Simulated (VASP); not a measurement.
Here is a VASP 6.6.1 calculation.

INCAR

```
ALGO = Normal
DIPOL = 0.5 0.5 0.375
EDIFF = 1E-6
ENCUT = 520
GGA = PE
IDIPOL = 3
ISIF = 2
ISMEAR = 0
IVDW = 12
LASPH = T
LCHARG = T
LDIPOL = T
LELF = T
LREAL = F
LVACPOTAV = T
LVHAR = T
LWAVE = F
NBANDS = 18
NELM = 80
PREC = Accurate
SIGMA = 0.05
```

KPOINTS

```
k-points
0
Gamma
  9 9 1
```

Contents of POSCAR:

```
As
1.0
    3.5713380906      0.0000000000      0.0000000000
   -1.7856690453      3.0928695120      0.0000000000
    0.0000000000      0.0000000000     20.2952802043
As
4
Direct
    0.3333333333      0.6666666667      0.2905917062
    0.6666666667      0.3333333333      0.2217264287
    0.8333333333      0.3333333333      0.5289545203
    0.5000000000      0.6666666667      0.4600892428
```

Potentials or basis: VASP PAW PBE potentials, release 64 (As).

Launch:

```sh
$ cat potpaw_PBE.64/As/POTCAR > POTCAR
$ mpirun -np 1 vasp_std > vasp.out
```

Problem. Predict the largest force.

Solution. 0.118 eV/Å.

Problem. Predict the band gap on the k mesh.

Solution. 0.97 eV, indirect (least direct gap 1.49 eV).

Forces on the atoms (eV/Å):
```
As  -0.059  0.001 -0.009
As  -0.025 -0.001 -0.116
As   0.025 -0.001  0.116
As   0.059  0.001  0.009
```
